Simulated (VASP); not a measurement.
Write the native input for VASP 6.6.1 that does the following.

```yaml
Task: single point
Functional: r2SCAN
Potentials_or_basis: VASP PAW PBE potentials, release 64 (W_sv, C)
Cutoff: 520 eV
k_mesh: 11 × 11 × 10
Occupations: fermi-dirac, width 0.15 eV
Spin: no spin polarisation
Dipole_correction: no
Further_INCAR_settings: ALGO = Normal; EDIFF = 1e-06; NBANDS = 16
```

WC (Qusongite):

```
CELL_PARAMETERS angstrom
2.98203 0.00000 0.00000
-1.49101 2.58251 0.00000
0.00000 0.00000 2.91031
ATOMIC_POSITIONS crystal
W 0.00000 0.00000 0.00000
C 0.66667 0.33333 0.50000
```

These files were run (other wordings do the same):

POSCAR

```
WC
1.0
    2.9820270534      0.0000000000      0.0000000000
   -1.4910135267      2.5825113512      0.0000000000
    0.0000000000      0.0000000000      2.9103106622
W C
1 1
Direct
    0.0000000000      0.0000000000      0.0000000000
    0.6666666667      0.3333333333      0.5000000000
```

INCAR.step1

```
SYSTEM = WC
PREC = Accurate
ENCUT = 520
ISMEAR = -1
SIGMA = 0.15
LREAL = .FALSE.
LASPH = .TRUE.
NELM = 80
NBANDS = 16
GGA = PE
ALGO = Normal
EDIFF = 1E-4
LWAVE = .TRUE.
LCHARG = .FALSE.
```

INCAR.step2

```
SYSTEM = WC
PREC = Accurate
ENCUT = 520
EDIFF = 1E-6
ISMEAR = -1
SIGMA = 0.15
LREAL = .FALSE.
LASPH = .TRUE.
NELM = 80
ALGO = Normal
ISIF = 2
LWAVE = .FALSE.
LCHARG = .FALSE.
METAGGA = R2SCAN
LMIXTAU = .TRUE.
NBANDS = 16
ISTART = 1
```

KPOINTS

```
Automatic mesh
0
G
  11 11 10
  0 0 0
```

Potentials or basis: VASP PAW PBE potentials, release 64 (W_sv, C).

Run with:

```sh
$ cat potpaw_PBE.64/W_sv/POTCAR potpaw_PBE.64/C/POTCAR > POTCAR
$ cp INCAR.step1 INCAR
$ mpirun -np 1 vasp_std > vasp.out
$ cp INCAR.step2 INCAR
$ mpirun -np 1 vasp_std > vasp.out
```

Results of the run:

- Pressure: -24.1 GPa
- Band gap on the k mesh: zero (band 9 reaches 10.55 eV, above the bottom of band 10 at 9.41 eV)

Caveat: the PAW data sets were made with another functional, which shifts forces and pressure a little; spin-orbit coupling is left out, which moves the levels of the heavy elements.

Run time: 95 s on 1 thread of Intel(R) Xeon(R) Platinum 8259CL CPU @ 2.50GHz (Skylake/Cascade Lake), on a shared host, peak memory 0.17 GiB.
